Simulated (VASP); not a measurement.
# BaTiO3 (P4/mmm) in VASP: a series of runs, part 2 of 2

VASP 6.6.1. The steps go on from the part before.

## (5) Single point, PBEsol

This run uses another cell than the first one, of 12.57 Å³/atom, 1.010 times its volume.

Input file INCAR:

```
PREC     = Accurate       # precision mode
ENCUT    = 520            # plane-wave cutoff, eV
EDIFF    = 1E-7           # SCF threshold, eV
ISMEAR   = 0              # smearing method
SIGMA    = 0.02           # smearing width, eV
LREAL    = F              # projectors in reciprocal space
LASPH    = T              # aspherical terms in the spheres
NELM     = 80             # most SCF steps
ALGO     = Normal         # electronic algorithm
ISIF     = 2              # what is computed and relaxed
LWAVE    = F              # write WAVECAR
LCHARG   = T              # write CHGCAR
GGA      = PS             # functional
LELF     = T              # ELF
LVHAR    = T            
NBANDS   = 28             # bands
```

Input file KPOINTS:

```
Automatic mesh
0
Gamma
  8 8 8
```

Input file POSCAR:

```
BaTiO3
1.0
    4.0095680257      0.0000000000      0.0000000000
    0.0000000000      3.9598279984      0.0000000000
    0.0000000000      0.0000000000      3.9598279984
Ba Ti O
1 1 3
Direct
    0.5000000000      0.5000000000      0.5000000000
    0.0000000000      0.0000000000      0.0000000000
    0.5000000000      0.0000000000      0.0000000000
    0.0000000000      0.5000000000      0.0000000000
    0.0000000000      0.0000000000      0.5000000000
```

Potentials or basis: VASP PAW PBE potentials, release 64 (Ba_sv, Ti_sv, O).

Run with:

```console
cat potpaw_PBE.64/Ba_sv/POTCAR potpaw_PBE.64/Ti_sv/POTCAR potpaw_PBE.64/O/POTCAR > POTCAR
mpirun -np 1 vasp_std > vasp.out
```

OUTCAR:

```text
PREC = Accurate
   ENCUT = 520
   EDIFF = 1E-7
   ISMEAR = 0
   LREAL = F
   LASPH = T
   NELM = 80
   ISIF = 2
   GGA = PS

 ion  position               nearest neighbor table
   1  0.500  0.500  0.500-   3 2.80   3 2.80   3 2.80   3 2.80   4 2.82   5 2.82   5 2.82   4 2.82
                             4 2.82   5 2.82   4 2.82   5 2.82   2 3.44   2 3.44   2 3.44   2 3.44
   2  0.000  0.000  0.000-   4 1.98   5 1.98   5 1.98   4 1.98   3 2.00   3 2.00   1 3.44   1 3.44
                             1 3.44   1 3.44   1 3.44   1 3.44   1 3.44   1 3.44
   3  0.500  0.000  0.000-   2 2.00   2 2.00   1 2.80   1 2.80   1 2.80   1 2.80
   4  0.000  0.500  0.000-   2 1.98   2 1.98   1 2.82   1 2.82   1 2.82   1 2.82
   5  0.000  0.000  0.500-   2 1.98   2 1.98   1 2.82   1 2.82   1 2.82   1 2.82

  LATTYP: Found a simple tetragonal cell.
 ALAT       =     3.9598279984
 C/A-ratio  =     1.0125611585

  Lattice vectors:

 A1 = (   0.0000000000,   3.9598279984,   0.0000000000)
 A2 = (   0.0000000000,   0.0000000000,   3.9598279984)
 A3 = (   4.0095680257,   0.0000000000,   0.0000000000)

Analysis of symmetry for initial positions (statically):
=====================================================================
 Subroutine PRICEL returns:
 Original cell was already a primitive cell.

 Routine SETGRP: Setting up the symmetry group for a
 simple tetragonal supercell.

 Subroutine GETGRP returns: Found 16 space group operations
 (whereof 16 operations were pure point group operations)
 out of a pool of 16 trial point group operations.

The static configuration has the point symmetry D_4h.

Analysis of symmetry for dynamics (positions and initial velocities):
=====================================================================
 Subroutine PRICEL returns:
 Original cell was already a primitive cell.

 Routine SETGRP: Setting up the symmetry group for a
 simple tetragonal supercell.

 Subroutine GETGRP returns: Found 16 space group operations
 (whereof 16 operations were pure point group operations)
 out of a pool of 16 trial point group operations.

The dynamic configuration has the point symmetry D_4h.

 Subroutine INISYM returns: Found 16 space group operations
 (whereof 16 operations are pure point group operations),
 and found     1 'primitive' translations

----------------------------------------------------------------------------------------

                                     Primitive cell

  volume of cell :      62.8710

  direct lattice vectors                    reciprocal lattice vectors
     4.009568026  0.000000000  0.000000000     0.249403425  0.000000000  0.000000000
     0.000000000  3.959827998  0.000000000     0.000000000  0.252536221  0.000000000
     0.000000000  0.000000000  3.959827998     0.000000000  0.000000000  0.252536221

  length of vectors
     4.009568026  3.959827998  3.959827998     0.249403425  0.252536221  0.252536221

  position of ions in fractional coordinates (direct lattice)
     0.500000000  0.500000000  0.500000000
     0.000000000  0.000000000  0.000000000
     0.500000000  0.000000000  0.000000000
     0.000000000  0.500000000  0.000000000
     0.000000000  0.000000000  0.500000000

  ion indices of the primitive-cell ions
[... 24 lines left out ...]

  Shift w.r.t. Gamma in fractional coordinates (k-lattice)
     0.000000000  0.000000000  0.000000000

 Subroutine IBZKPT returns following result:
 ===========================================

 Found     75 irreducible k-points:

 Following reciprocal coordinates:
            Coordinates               Weight
  0.000000  0.000000  0.000000      1.000000
  0.125000  0.000000  0.000000      2.000000
  0.250000  0.000000  0.000000      2.000000
  0.375000  0.000000  0.000000      2.000000
  0.500000  0.000000  0.000000      1.000000
  0.000000  0.125000  0.000000      4.000000
[... 16 lines left out ...]
  0.250000  0.500000  0.000000      4.000000
  0.375000  0.500000  0.000000      4.000000
 [... further k-points ...]
   k-points           NKPTS =     75   k-points in BZ     NKDIM =     75   number of bands    NBANDS=     28
   number of dos      NEDOS =    301   number of ions     NIONS =      5
   total plane-waves  NPLWV =  27000
   dimension x,y,z NGX =    30 NGY =   30 NGZ =   30
   dimension x,y,z NGXF=    60 NGYF=   60 NGZF=   60
   ions per type =               1   1   3
   NGX,Y,Z   is equivalent  to a cutoff of  12.44, 12.59, 12.59 a.u.
   NGXF,Y,Z  is equivalent  to a cutoff of  24.88, 25.19, 25.19 a.u.
 SYSTEM =  unknown system
   PREC   = accura    normal or accurate (medium, high low for compatibility)
   ISTART =      0    job   : 0-new  1-cont  2-samecut
   ICHARG =      2    charge: 1-file 2-atom 10-const
   ISPIN  =      1    spin polarized calculation?
   LNONCOLLINEAR =      F non collinear calculations
   LSORBIT =      F    spin-orbit coupling
   LASPH  =      T    aspherical Exc in radial PAW
   ENCUT  =  520.0 eV  38.22 Ry    6.18 a.u.   7.46  7.36  7.36*2*pi/ulx,y,z
   NELM   =     80;   NELMIN=  2; NELMDL= -5     # of ELM steps
   EDIFF  = 0.1E-06   stopping-criterion for ELM
   LREAL  =      F    real-space projection
   EDIFFG = 0.1E-05   stopping-criterion for IOM
   NSW    =      0    number of steps for IOM
   IBRION =     -1    ionic relax: 0-MD 1-quasi-New 2-CG
   NFREE  =      0    steps in history (QN), initial steepest desc. (CG)
   ISIF   =      2    stress and relaxation
   ISYM   =      2    0-nonsym 1-usesym 2-fastsym
   POTIM  = 0.5000    time-step for ionic-motion
   TEBEG  =    0.0;   TEEND  =   0.0 temperature during run
   PSTRESS=    0.0 pullay stress
   NELECT =      40.0000    total number of electrons
   NUPDOWN=      -1.0000    fix difference up-down
   EMIN   =  10.00;   EMAX   =-10.00  energy-range for DOS
   EFERMI =   0.00;   METHOD = LEGACY
   ISMEAR =     0;   SIGMA  =   0.02  broadening in eV -4-tet -1-fermi 0-gaus
   EFERMI_NEDOS =   21; number of points for ismear=-14 and -15
   IALGO  =     38    algorithm
   IMIX   =      4    mixing-type and parameters
     AMIX     =   0.40;   BMIX     =  1.00
     AMIX_MAG =   1.60;   BMIX_MAG =  1.00
  volume/ion in A,a.u.               =      12.57        84.85
  Fermi-wavevector in a.u.,A,eV,Ry     =   1.408028  2.660788 26.974149  1.982544
  Thomas-Fermi vector in A             =   2.530228
   LORBIT       =      0    0 simple, 1 ext, 2 COOP (PROOUT), +10 PAW based schemes
   GGA     = PS    functional components
   LHFCALC =     F    Hartree Fock is set to
   AEXX    =    0.0000 exact exchange contribution
   IVDW    =     0    specifies the selected vdW correction
   LEPSILON=     F    determine dielectric tensor
   LRPA    =     F    only Hartree local field effects (RPA)
 non-spin polarized calculation
 Gauss-broadening in eV      SIGMA  =   0.02
  energy-cutoff  :      520.00
  volume of cell :       62.87
 maximum number of plane-waves:      1743
 NGX is ok and might be reduce to    30
   NGX = 15   NGY = 15   NGZ = 15

 number of electron      39.9999980 magnetization

 Free energy of the ion-electron system (eV)
  ---------------------------------------------------
  ext. energy  EPLUGINS =         0.00000000
  ---------------------------------------------------
  free energy    TOTEN  =       -41.97591370 eV

  energy without entropy =      -41.97591370  energy(sigma->0) =      -41.97591370

 E-fermi :   4.0883     XC(G=0): -11.6217

 val. band max:        3.8638450234   @ k =   0.5000   0.5000   0.5000
 cond. band min:       5.5729717519   @ k =   0.0000   0.0000   0.0000
 fundamental gap:      1.7091267285
 Fermi energy:         4.0883447781

 k-point     1 :       0.0000    0.0000    0.0000
  band No.  band energies     occupation
      1     -52.4416      2.00000
      2     -28.7796      2.00000
      3     -28.7796      2.00000
      4     -28.7725      2.00000
      5     -20.8722      2.00000
      6     -13.0202      2.00000
[... 733 lines left out ...]
     27      11.9269      0.00000
     28      13.5578      0.00000

 [... further k-points ...]
[... 5 lines left out ...]
  --------------------------------------------------------------------------------------
  -------------------------------------------------------------------------------------
  Total       -0.2358154      0.7769798      0.7769798      0.0000000      0.0000000     -0.0000000
  in kB       -6.0094182     19.8002224     19.8002224      0.0000000      0.0000000     -0.0000000
  external PRESSURE =      11.1970089 kB  Pullay stress =       0.0000000 kB

 VOLUME and BASIS-vectors are now :
 -----------------------------------------------------------------------------
  energy-cutoff  :      520.00
  volume of cell :       62.87
      direct lattice vectors                 reciprocal lattice vectors
     4.009568026  0.000000000  0.000000000     0.249403425  0.000000000  0.000000000
     0.000000000  3.959827998  0.000000000     0.000000000  0.252536221  0.000000000
     0.000000000  0.000000000  3.959827998     0.000000000  0.000000000  0.252536221

 POSITION                                       TOTAL-FORCE (eV/Angst)
 -----------------------------------------------------------------------------------
      2.00478      1.97991      1.97991         0.000000      0.000000      0.000000
      0.00000      0.00000      0.00000         0.000000      0.000000      0.000000
      2.00478      0.00000      0.00000         0.000000      0.000000      0.000000
      0.00000      1.97991      0.00000         0.000000      0.000000      0.000000
      0.00000      0.00000      1.97991         0.000000      0.000000      0.000000
 -----------------------------------------------------------------------------------
    total drift:                                0.000000     -0.000000      0.000000

  FREE ENERGIE OF THE ION-ELECTRON SYSTEM (eV)
  ---------------------------------------------------
  free  energy   TOTEN  =       -41.9759137013 eV

  energy  without entropy=      -41.9759137013  energy(sigma->0) =      -41.97591370
```

Wall time 1.7 min (1 thread of Intel Xeon 6975P-C (Granite Rapids), shared host); peak memory 0.26 GiB.

What came out:

| Property | Result |
| --- | --- |
| Free energy | -41.9759 eV |
| Pressure | 1.1 GPa |
| Band gap on the k mesh | 1.71 eV, indirect (least direct gap 1.85 eV) |

Stress tensor (GPa, compression positive):
```
-0.60  0.00  0.00
 0.00  1.98  0.00
 0.00  0.00  1.98
```

Levels at points of the mesh, in eV from the valence-band top:
| k point | band 17 | band 18 | band 19 | band 20 | band 21 | band 22 | band 23 | band 24 |
| --- | --- | --- | --- | --- | --- | --- | --- | --- |
| (0.00, 0.00, 0.00) | -1.14 | -0.16 | -0.14 | -0.14 | 1.71 | 1.71 | 1.73 | 4.00 |
| (0.50, 0.00, 0.00) | -1.81 | -1.81 | -0.73 | -0.73 | 1.90 | 3.50 | 3.50 | 4.11 |
| (0.00, 0.50, 0.00) | -1.95 | -1.95 | -0.75 | -0.74 | 1.89 | 3.60 | 3.61 | 4.04 |
| (0.50, 0.50, 0.00) | -1.75 | -0.92 | -0.92 | -0.13 | 3.51 | 3.62 | 3.98 | 4.97 |
| (0.00, 0.50, 0.50) | -1.76 | -0.81 | -0.81 | -0.09 | 3.61 | 3.61 | 4.04 | 4.84 |
| (0.50, 0.50, 0.50) | -2.39 | -0.03 | -0.03 | 0.00 | 4.26 | 4.26 | 4.32 | 6.67 |

Caveat: the PAW data sets were made with another functional, which shifts forces and pressure a little; spin-orbit coupling is left out, which moves the levels of the heavy elements.
